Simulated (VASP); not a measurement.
## Si: single point with PBE

Crystal: Si.

```xyz
2
Lattice="-2.3169 2.3169 1.2588 2.3169 -2.3169 1.2588 2.3169 2.3169 -1.2588" Properties=species:S:1:pos:R:3 pbc="T T T"
Si    0.0000   -1.1585   -0.3147
Si    0.0000    1.1585    0.3147
```

- Program: VASP 6.6.1
- Task: single point
- Functional: PBE
- Potentials or basis: VASP PAW PBE potentials, release 64 (Si)
- Cutoff: 520 eV
- k mesh: 18 × 18 × 18
- Occupations: fermi-dirac, width 0.1 eV
- Spin: no spin polarisation

The pressure is 18.1 GPa. The band gap on the k mesh is zero (bands 4 and 5 overlap by 7.12 eV).

Levels at points of the mesh, in eV from the Fermi level:
```
           k point  band 2  band 3  band 4  band 5  band 6  band 7
(0.00, 0.00, 0.00)   -2.84   -2.84   -1.86    1.00    7.95    9.80
(0.50, 0.00, 0.00)   -7.37   -2.36   -1.82   -1.24    0.74    5.02
(0.50, 0.50, 0.00)  -11.51    0.16    0.16    2.58    2.58    9.67
(0.50, 0.50, 0.50)   -8.80   -7.60   -7.60    6.59    6.59   14.45
```

Wall time 54 s on 1 thread of Intel(R) Xeon(R) 6975P-C (Granite Rapids), with other jobs on the host, peak memory 0.23 GiB.

Caveat: the cell stands under pressure.
